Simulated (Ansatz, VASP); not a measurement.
## C: VASP beside Ansatz

Contents of INCAR:

```
SYSTEM = C
ALGO = Normal
EDIFF = 1E-6
ENCUT = 520
GGA = PE
ISIF = 2
ISMEAR = 0
LASPH = .TRUE.
LCHARG = .FALSE.
LREAL = .FALSE.
LWAVE = .FALSE.
NBANDS = 16
NELM = 100
PREC = Accurate
SIGMA = 0.15
```

KPOINTS

```
k-points
0
G
  18 18 6
  0 0 0
```

The input POSCAR:

```
C
1.0
    2.2938665104      0.0000000000      0.0000000000
   -1.1469332552      2.1360716891      0.0000000000
    0.0000000000      0.0000000000      8.5653080463
C
4
Direct
   -0.0576914494      0.0000000000      0.0025000000
    0.0576914494      0.0000000000      0.5025000000
    0.2756407870      0.6666666667      0.0025000000
    0.7243592130      0.3333333333      0.5025000000
```

Input for Ansatz:

```yaml
crystal:
  lattice:
    - [2.2938665104, 0.0, 0.0]
    - [-1.1469332552, 2.1360716891, 0.0]
    - [0.0, 0.0, 8.5653080463]
  atoms:
    - { symbol: C, position: [-0.0576914494, 0.0, 0.0025] }
    - { symbol: C, position: [0.0576914494, 0.0, 0.5025] }
    - { symbol: C, position: [0.275640787, 0.6666666667, 0.0025] }
    - { symbol: C, position: [0.724359213, 0.3333333333, 0.5025] }
basis:
  ecutwfc: 520.0
kpoints:
  mp_grid: { grid: [18, 18, 6] }
hamiltonian:
  xc: pbe
  pseudopotentials: { kind: paw, azcp: { folder: soft_1 } }
scf:
  occupations: { method: gaussian, width: 0.15 }
output:
  forces: true
  stress: true
  eigenvalues: true
```

Change from the starting cell: mode 4 frozen in at -0.142 Å, normal strain along x -0.0700.

Alike in both runs: task single point; functional PBE; k mesh 18 × 18 × 6; occupations gaussian, width 0.15 eV; no spin polarisation.

|  | VASP | Ansatz |
| --- | --- | --- |
| version | VASP 6.6.1 | Ansatz 0.2.0 |
| potentials or method | VASP PAW PBE potentials, release 64 (C), cutoff 520 eV | scalar-relativistic, plane waves, PAW |
| valence electrons in the cell | 16 | 16 |

VASP gave:

| Quantity | Value |
| --- | --- |
| gap on the k mesh at the Fermi level (eV) | 0.89 |
| least direct gap on the mesh (eV) | 0.89 |
| pressure (GPa) | 28.9 |
| traceless stress, the component that is largest in VASP (GPa) | 45.19 |
| rms of the force components (eV/Å) | 0.797 |

Q: Which values does Ansatz return?

A: gap on the k mesh at the Fermi level (eV): 0.88; least direct gap on the mesh (eV): 0.88; pressure (GPa): 28.5; traceless stress, the component that is largest in VASP (GPa): 44.88; rms of the force components (eV/Å): 0.791.

Atom by atom the forces differ by 0.006 eV/Å (rms over components). Both programs put the cell under a high pressure, so it lies far from rest at this level.
